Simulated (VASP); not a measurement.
# PC3 (P-6m2) in VASP: a series of runs

The runs below take PC3 through single point, relaxation of cell and atoms, with PBE.

Program: VASP 6.6.1. These are calculated values, not measurements. Logs are shortened: lines on timing, memory, paths and dates and some standing lists are left out, and cuts for length are marked.

## (1) The cell of the first run

The structure is hexagonal, space group P-6m2 (No. 187). Conventional cell: a = 3.946 Å, b = 3.946 Å, c = 2.717 Å, α = 90.00°, β = 90.00°, γ = 120.00°. Within 2.6 Å of P (site symmetry -6m2) lie 6 C at 1.98 Å. C (site symmetry mm2) has 2 C at 1.46 Å within 1.9 Å.

## (2) Single point, PBE

File INCAR:

```
  PREC = Accurate
  ENCUT = 520
  EDIFF = 1E-7
  ISMEAR = 0
  SIGMA = 0.1
  LREAL = False
  LASPH = True
  NELM = 100
  ALGO = Normal
  ISIF = 2
  LWAVE = False
  LCHARG = False
  GGA = PE
  NBANDS = 16
```

File KPOINTS:

```
Automatic mesh
0
Gamma
  12 12 18
```

File POSCAR:

```
PC3
1.0
    3.9455355099      0.0000000000      0.0000000000
   -1.9727677549      3.4169339832      0.0000000000
    0.0000000000      0.0000000000      2.7172904595
P C
1 3
Direct
    0.3333333333      0.6666666667      0.0000000000
    0.1232463425      0.8767536575      0.5000000000
    0.1232463425      0.2464926851      0.5000000000
    0.7535073149      0.8767536575      0.5000000000
```

Potentials or basis: VASP PAW PBE potentials, release 64 (P, C).

Command:

```
$ cat potpaw_PBE.64/P/POTCAR potpaw_PBE.64/C/POTCAR > POTCAR
$ mpirun -np 1 vasp_std > vasp.out
```

OUTCAR:

```text
PREC = Accurate
   ENCUT = 520
   EDIFF = 1E-7
   ISMEAR = 0
   LREAL = False
   LASPH = True
   NELM = 100
   ISIF = 2
   GGA = PE

 ion  position               nearest neighbor table
   1  0.333  0.667  0.000-   2 1.98   2 1.98   4 1.98   4 1.98   3 1.98   3 1.98
   2  0.123  0.877  0.500-   4 1.46   3 1.46   1 1.98   1 1.98
   3  0.123  0.246  0.500-   2 1.46   4 1.46   1 1.98   1 1.98
   4  0.754  0.877  0.500-   2 1.46   3 1.46   1 1.98   1 1.98

  LATTYP: Found a hexagonal cell.
 ALAT       =     3.9455355099
 C/A-ratio  =     0.6887000390

  Lattice vectors:

 A1 = (   3.9455355099,   0.0000000000,   0.0000000000)
 A2 = (  -1.9727677549,   3.4169339832,   0.0000000000)
 A3 = (   0.0000000000,   0.0000000000,   2.7172904595)

Analysis of symmetry for initial positions (statically):
=====================================================================
 Subroutine PRICEL returns:
 Original cell was already a primitive cell.

 Routine SETGRP: Setting up the symmetry group for a
 hexagonal supercell.

 Subroutine GETGRP returns: Found 12 space group operations
 (whereof 12 operations were pure point group operations)
 out of a pool of 24 trial point group operations.

The static configuration has the point symmetry D_3h.

Analysis of symmetry for dynamics (positions and initial velocities):
=====================================================================
 Subroutine PRICEL returns:
 Original cell was already a primitive cell.

 Routine SETGRP: Setting up the symmetry group for a
 hexagonal supercell.

 Subroutine GETGRP returns: Found 12 space group operations
 (whereof 12 operations were pure point group operations)
 out of a pool of 24 trial point group operations.

The dynamic configuration has the point symmetry D_3h.

 Subroutine INISYM returns: Found 12 space group operations
 (whereof 12 operations are pure point group operations),
 and found     1 'primitive' translations

----------------------------------------------------------------------------------------

                                     Primitive cell

  volume of cell :      36.6335

  direct lattice vectors                    reciprocal lattice vectors
     3.945535510  0.000000000  0.000000000     0.253451020  0.146330015  0.000000000
    -1.972767755  3.416933983  0.000000000     0.000000000  0.292660029  0.000000000
     0.000000000  0.000000000  2.717290460     0.000000000  0.000000000  0.368013657

  length of vectors
     3.945535510  3.945535510  2.717290460     0.292660029  0.292660029  0.368013657

  position of ions in fractional coordinates (direct lattice)
     0.333333333  0.666666667  0.000000000
     0.123246343  0.876753657  0.500000000
     0.123246343  0.246492685  0.500000000
     0.753507315  0.876753657  0.500000000

  ion indices of the primitive-cell ions
   primitive index   ion index
                 1           1
                 2           2
                 3           3
                 4           4

----------------------------------------------------------------------------------------

 KPOINTS: Automatic mesh

Automatic generation of k-mesh.
 Grid dimensions read from file:
 generate k-points for:   12   12   18

 Generating k-lattice:

  Cartesian coordinates                     Fractional coordinates (reciprocal lattice)
     0.021120918  0.012194168  0.000000000     0.083333333 -0.000000000  0.000000000
     0.000000000  0.024388336  0.000000000     0.000000000  0.083333333  0.000000000
     0.000000000  0.000000000  0.020445203     0.000000000  0.000000000  0.055555556

  Length of vectors
     0.024388336  0.024388336  0.020445203

  Shift w.r.t. Gamma in fractional coordinates (k-lattice)
     0.000000000  0.000000000  0.000000000

 Subroutine IBZKPT returns following result:
 ===========================================

 Found    190 irreducible k-points:

 Following reciprocal coordinates:
            Coordinates               Weight
  0.000000  0.000000  0.000000      1.000000
  0.083333 -0.000000  0.000000      6.000000
  0.166667  0.000000  0.000000      6.000000
  0.250000  0.000000  0.000000      6.000000
  0.333333  0.000000  0.000000      6.000000
  0.416667 -0.000000  0.000000      6.000000
[... 16 lines left out ...]
  0.250000  0.000000  0.055556     12.000000
  0.333333  0.000000  0.055556     12.000000
 [... further k-points ...]
   k-points           NKPTS =    190   k-points in BZ     NKDIM =    190   number of bands    NBANDS=     16
   number of dos      NEDOS =    301   number of ions     NIONS =      4
   total plane-waves  NPLWV =  18000
   dimension x,y,z NGX =    30 NGY =   30 NGZ =   20
   dimension x,y,z NGXF=    60 NGYF=   60 NGZF=   40
   ions per type =               1   3
   NGX,Y,Z   is equivalent  to a cutoff of  12.64, 12.64, 12.24 a.u.
   NGXF,Y,Z  is equivalent  to a cutoff of  25.28, 25.28, 24.47 a.u.
 SYSTEM =  unknown system
   PREC   = accura    normal or accurate (medium, high low for compatibility)
   ISTART =      0    job   : 0-new  1-cont  2-samecut
   ICHARG =      2    charge: 1-file 2-atom 10-const
   ISPIN  =      1    spin polarized calculation?
   LNONCOLLINEAR =      F non collinear calculations
   LSORBIT =      F    spin-orbit coupling
   LASPH  =      T    aspherical Exc in radial PAW
   ENCUT  =  520.0 eV  38.22 Ry    6.18 a.u.   7.34  7.34  5.05*2*pi/ulx,y,z
   NELM   =    100;   NELMIN=  2; NELMDL= -5     # of ELM steps
   EDIFF  = 0.1E-06   stopping-criterion for ELM
   LREAL  =      F    real-space projection
   EDIFFG = 0.1E-05   stopping-criterion for IOM
   NSW    =      0    number of steps for IOM
   IBRION =     -1    ionic relax: 0-MD 1-quasi-New 2-CG
   NFREE  =      0    steps in history (QN), initial steepest desc. (CG)
   ISIF   =      2    stress and relaxation
   ISYM   =      2    0-nonsym 1-usesym 2-fastsym
   POTIM  = 0.5000    time-step for ionic-motion
   TEBEG  =    0.0;   TEEND  =   0.0 temperature during run
   PSTRESS=    0.0 pullay stress
   NELECT =      17.0000    total number of electrons
   NUPDOWN=      -1.0000    fix difference up-down
   EMIN   =  10.00;   EMAX   =-10.00  energy-range for DOS
   EFERMI =   0.00;   METHOD = LEGACY
   ISMEAR =     0;   SIGMA  =   0.10  broadening in eV -4-tet -1-fermi 0-gaus
   EFERMI_NEDOS =   21; number of points for ismear=-14 and -15
   IALGO  =     38    algorithm
   IMIX   =      4    mixing-type and parameters
     AMIX     =   0.40;   BMIX     =  1.00
     AMIX_MAG =   1.60;   BMIX_MAG =  1.00
  volume/ion in A,a.u.               =       9.16        61.80
  Fermi-wavevector in a.u.,A,eV,Ry     =   1.267452  2.395137 21.856877  1.606435
  Thomas-Fermi vector in A             =   2.400599
   LORBIT       =      0    0 simple, 1 ext, 2 COOP (PROOUT), +10 PAW based schemes
   GGA     = PE    functional components
   LHFCALC =     F    Hartree Fock is set to
   AEXX    =    0.0000 exact exchange contribution
   IVDW    =     0    specifies the selected vdW correction
   LEPSILON=     F    determine dielectric tensor
   LRPA    =     F    only Hartree local field effects (RPA)
 non-spin polarized calculation
 Gauss-broadening in eV      SIGMA  =   0.10
  energy-cutoff  :      520.00
  volume of cell :       36.63
 maximum number of plane-waves:      1012
 NGX is ok and might be reduce to    30
   NGX = 15   NGY = 15   NGZ = 11

 number of electron      17.0000000 magnetization

 Free energy of the ion-electron system (eV)
  ---------------------------------------------------
  ext. energy  EPLUGINS =         0.00000000
  ---------------------------------------------------
  free energy    TOTEN  =       -28.54108454 eV

  energy without entropy =      -28.53741128  energy(sigma->0) =      -28.53924791

 E-fermi :   7.7786     XC(G=0): -11.2535

 val. band max:        7.7367889770   @ k =   0.1667   0.1667   0.2222
 cond. band min:       7.7861162217   @ k =   0.2500   0.0833   0.2222
 fundamental gap:      0.0493272447
 Fermi energy:         7.7786314370

 k-point     1 :       0.0000    0.0000    0.0000
  band No.  band energies     occupation
      1     -12.0897      2.00000
      2      -6.0420      2.00000
      3      -1.4084      2.00000
      4      -1.4084      2.00000
      5       1.8163      2.00000
      6       1.8163      2.00000
[... 8 lines left out ...]
     15      17.9560      0.00000
     16      18.2331      0.00000

 k-point     2 :       0.0833   -0.0000    0.0000
  band No.  band energies     occupation
      1     -12.0412      2.00000
      2      -6.2094      2.00000
      3      -1.5310      2.00000
      4      -1.3405      2.00000
      5       1.8771      2.00000
      6       2.0448      2.00000
[... 8 lines left out ...]
     15      17.7663      0.00000
     16      17.9192      0.00000

 k-point     3 :       0.1667    0.0000    0.0000
  band No.  band energies     occupation
      1     -11.8994      2.00000
      2      -6.6421      2.00000
      3      -1.8106      2.00000
      4      -1.2180      2.00000
      5       2.0958      2.00000
      6       2.6343      2.00000
[... 8 lines left out ...]
     15      17.2213      0.00000
     16      17.8284      0.00000

 k-point     4 :       0.2500    0.0000    0.0000
  band No.  band energies     occupation
      1     -11.6791      2.00000
      2      -7.2036      2.00000
      3      -2.1134      2.00000
      4      -1.1605      2.00000
      5       2.5044      2.00000
      6       3.4219      2.00000
[... 8 lines left out ...]
     15      16.8659      0.00000
     16      17.7142      0.00000
[... 324 lines left out ...]
 k-point    22 :       0.1667    0.0000    0.0556
  band No.  band energies     occupation
      1     -11.8596      2.00000
      2      -6.6074      2.00000
      3      -1.7659      2.00000
      4      -1.1852      2.00000
      5       2.1210      2.00000
      6       2.6657      2.00000
[... 8 lines left out ...]
     15      17.3854      0.00000
     16      17.8820      0.00000

 k-point    23 :       0.2500    0.0000    0.0556
  band No.  band energies     occupation
      1     -11.6407      2.00000
      2      -7.1632      2.00000
      3      -2.0684      2.00000
      4      -1.1331      2.00000
      5       2.5034      2.00000
      6       3.3534      2.00000
[... 8 lines left out ...]
     15      17.0428      0.00000
     16      17.8043      0.00000

 k-point    24 :       0.3333    0.0000    0.0556
  band No.  band energies     occupation
      1     -11.3766      2.00000
      2      -7.7206      2.00000
      3      -2.3166      2.00000
      4      -1.1563      2.00000
      5       2.9731      2.00000
      6       3.7352      2.00000
[... 8 lines left out ...]
     15      17.3080      0.00000
     16      17.7309      0.00000

 [... further k-points ...]
[... 5 lines left out ...]
  --------------------------------------------------------------------------------------
  -------------------------------------------------------------------------------------
  Total        0.0825369      0.0825369     -0.0835510      0.0000000      0.0000000      0.0000000
  in kB        3.6097749      3.6097749     -3.6541279      0.0000000      0.0000000      0.0000000
  external PRESSURE =       1.1884740 kB  Pullay stress =       0.0000000 kB

 VOLUME and BASIS-vectors are now :
 -----------------------------------------------------------------------------
  energy-cutoff  :      520.00
  volume of cell :       36.63
      direct lattice vectors                 reciprocal lattice vectors
     3.945535510  0.000000000  0.000000000     0.253451020  0.146330015  0.000000000
    -1.972767755  3.416933983  0.000000000     0.000000000  0.292660029  0.000000000
     0.000000000  0.000000000  2.717290460     0.000000000  0.000000000  0.368013657

 POSITION                                       TOTAL-FORCE (eV/Angst)
 -----------------------------------------------------------------------------------
     -0.00000      2.27796      0.00000         0.000000      0.000000     -0.000000
     -1.24336      2.99581      1.35865         0.107928     -0.062312      0.000000
     -0.00000      0.84225      1.35865         0.000000      0.124625      0.000000
      1.24336      2.99581      1.35865        -0.107928     -0.062312      0.000000
 -----------------------------------------------------------------------------------
    total drift:                               -0.000000      0.000000     -0.000000

  FREE ENERGIE OF THE ION-ELECTRON SYSTEM (eV)
  ---------------------------------------------------
  free  energy   TOTEN  =       -28.5410845376 eV

  energy  without entropy=      -28.5374112776  energy(sigma->0) =      -28.53924791
```

Wall time 2.5 min (1 thread of AMD EPYC 7R43 (Zen 3), shared host); peak memory 0.17 GiB.

Results:

```
Free energy   : -28.5411 eV
Pressure      : 0.1 GPa
Largest force : 0.125 eV/Å
```

Forces on the atoms (eV/Å):
```
P    0.000  0.000  0.000
C    0.108 -0.062  0.000
C    0.000  0.125  0.000
C   -0.108 -0.062  0.000
```

## (3) Relaxation of cell and atoms, PBE

This run uses another cell than the first one, of 9.10 Å³/atom, 0.993 times its volume.

File INCAR:

```
PREC = Accurate ; ENCUT = 600
EDIFF = 1E-6 ; ISMEAR = 0
SIGMA = 0.1 ; LREAL = False
LASPH = True ; NELM = 100
ALGO = Normal ; ISIF = 3
LWAVE = False ; LCHARG = False
GGA = PE ; IBRION = 2
NSW = 100 ; EDIFFG = -0.01
```

File KPOINTS:

```
regular mesh
0
Gamma
  12 12 18
```

File POSCAR:

```
PC3
1.0
    3.9407769379      0.0000000000      0.0000000000
   -1.9703884689      3.4128129389      0.0000000000
    0.0000000000      0.0000000000      2.7055877541
P C
1 3
Direct
    0.3333333333      0.6666666667      0.0000000000
    0.1238303827      0.8761696173      0.5000000000
    0.1238303827      0.2476607654      0.5000000000
    0.7523392346      0.8761696173      0.5000000000
```

Potentials or basis: VASP PAW PBE potentials, release 64 (P, C).

Command:

```
$ cat potpaw_PBE.64/P/POTCAR potpaw_PBE.64/C/POTCAR > POTCAR
$ mpirun -np 1 vasp_std > vasp.out
```

OUTCAR:

```text
PREC = Accurate
   ENCUT = 600
   EDIFF = 1E-6
   ISMEAR = 0
   LREAL = False
   LASPH = True
   NELM = 100
   ISIF = 3
   GGA = PE
   IBRION = 2
   NSW = 100
   EDIFFG = -0.01

 ion  position               nearest neighbor table
   1  0.333  0.667  0.000-   2 1.97   2 1.97   4 1.97   4 1.97   3 1.97   3 1.97
   2  0.124  0.876  0.500-   4 1.46   3 1.46   1 1.97   1 1.97
   3  0.124  0.248  0.500-   2 1.46   4 1.46   1 1.97   1 1.97
   4  0.752  0.876  0.500-   2 1.46   3 1.46   1 1.97   1 1.97

  LATTYP: Found a hexagonal cell.
 ALAT       =     3.9407769379
 C/A-ratio  =     0.6865620147

  Lattice vectors:

 A1 = (   3.9407769379,   0.0000000000,   0.0000000000)
[... 344 lines left out ...]

 E-fermi :   7.8014     XC(G=0): -11.2667

 val. band max:        7.7817006337   @ k =   0.1667  -0.0000   0.5000
 cond. band min:       7.8028606786   @ k =   0.2500   0.0833   0.2222
 fundamental gap:      0.0211600449
 Fermi energy:         7.8014063478

 k-point     1 :       0.0000    0.0000    0.0000
  band No.  band energies     occupation
      1     -12.0641      2.00000
      2      -6.0142      2.00000
      3      -1.3911      2.00000
      4      -1.3911      2.00000
      5       1.8357      2.00000
      6       1.8357      2.00000
      7       3.1595      2.00000
      8      10.7853      0.00000
      9      10.8813      0.00000
     10      10.8813      0.00000
     11      11.6145      0.00000
     12      13.9352      0.00000
[... 331 lines left out ...]
 k-point    24 :       0.3333    0.0000    0.0556
  band No.  band energies     occupation
      1     -11.3409      2.00000
      2      -7.7135      2.00000
      3      -2.3026      2.00000
      4      -1.1350      2.00000
      5       3.0081      2.00000
      6       3.7717      2.00000
      7       4.3153      2.00000
      8       7.4201      2.00000
      9      10.4380      0.00000
     10      11.6513      0.00000
     11      12.4699      0.00000
     12      13.1481      0.00000

 [... further k-points ...]
[... 5 lines left out ...]
  --------------------------------------------------------------------------------------
  -------------------------------------------------------------------------------------
  Total        0.0179399      0.0179399     -0.0106967      0.0000000     -0.0000000      0.0000000
  in kB        0.7866327      0.7866327     -0.4690338      0.0000000     -0.0000000      0.0000000
  external PRESSURE =       0.3680772 kB  Pullay stress =       0.0000000 kB
[... 19 lines left out ...]
  FREE ENERGIE OF THE ION-ELECTRON SYSTEM (eV)
  ---------------------------------------------------
  free  energy   TOTEN  =       -28.5472962641 eV

  energy  without entropy=      -28.5435311108  energy(sigma->0) =      -28.54541369

 reached required accuracy - stopping structural energy minimisation
```

CONTCAR:

```text
PC3
   1.00000000000000
     3.9425106308401352    0.0000000000000254    0.0000000000000000
    -1.9712553153700236    3.4143143610285471   -0.0000000000000000
    -0.0000000000000000    0.0000000000000000    2.7144470370429987
  P               C
     1     3
Direct
     0.3333333332999970    0.6666666667000030    0.0000000000000000
     0.1235274260220308    0.8764725739779693    0.5000000000000000
     0.1235274260220308    0.2470548520440616    0.5000000000000000
     0.7529451479559386    0.8764725739779692    0.5000000000000000

  0.00000000E+00  0.00000000E+00  0.00000000E+00
  0.00000000E+00  0.00000000E+00  0.00000000E+00
  0.00000000E+00  0.00000000E+00  0.00000000E+00
  0.00000000E+00  0.00000000E+00  0.00000000E+00
```

Wall time 5.9 min (1 thread of AMD EPYC 7R43 (Zen 3), shared host); peak memory 0.19 GiB.

Results:

- Free energy: -28.5473 eV
- Relaxed volume: 9.13 Å³/atom
- Relaxed cell: a = 3.943 Å, b = 3.943 Å, c = 2.714 Å, α = 90.00°, β = 90.00°, γ = 120.00°
- Space group after relaxing (to 0.05 Å): P-6m2 (No. 187)
- Energy gained by relaxing: 0.3 meV/atom
- Ionic steps: 5
- Pressure after relaxing: 0.0 GPa
- Largest force after relaxing: 0.006 eV/Å

Forces in eV/Å, atoms in the order of the input:
```
P    0.000  0.000  0.000
C   -0.005  0.003  0.000
C    0.000 -0.006  0.000
C    0.005  0.003  0.000
```

Stress tensor (GPa, compression positive):
```
 0.08  0.00  0.00
 0.00  0.08  0.00
 0.00  0.00 -0.05
```

Step by step:
| step | energy change (eV) | largest force (eV/Å) | pressure (GPa) | volume (Å³) |
| --- | --- | --- | --- | --- |
| 1 | 0.0000 | 0.1511 | 0.43 | 36.39 |
| 2 | 0.0036 | 0.4895 | 1.43 | 36.52 |
| 3 | -0.0009 | 0.0401 | 0.71 | 36.43 |
| 4 | -0.0009 | 0.0453 | -0.55 | 36.64 |
| 5 | -0.0011 | 0.0060 | 0.04 | 36.54 |

Final structure:
```
P C
1.0
     3.94251    0.00000    0.00000
    -1.97126    3.41431    0.00000
     0.00000    0.00000    2.71445
P C
1 3
Direct
  0.33333 0.66667 0.00000
  0.12353 0.87647 0.50000
  0.12353 0.24705 0.50000
  0.75295 0.87647 0.50000
```
